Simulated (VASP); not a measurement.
The system is CdS.

```
CELL_PARAMETERS angstrom
0.00000 2.91000 2.91000
2.91000 0.00000 2.91000
2.91000 2.91000 0.00000
ATOMIC_POSITIONS crystal
Cd 0.00000 0.00000 0.00000
S 0.75000 0.75000 0.75000
```

Base run:

```yaml
Program: VASP 6.6.1
Functional: r2SCAN
Potentials_or_basis: VASP PAW PBE potentials, release 64 (Cd, S)
Cutoff: 520 eV
k_mesh: 8 × 8 × 8
Occupations: gaussian, width 0.05 eV
Spin: no spin polarisation
```

Its results: band gap on the k mesh 1.61 eV, direct; pressure 2.3 GPa.

The run is repeated on the same cell with these changes: functional from r2SCAN to revPBE; dispersion from none to D3(BJ). What comes out?

Band gap on the k mesh 1.30 eV, direct; pressure 0.8 GPa.

Several settings changed at once, so the effect can't be laid on one alone.

Caveats: the PAW data sets were made with another functional, which shifts forces and pressure a little.

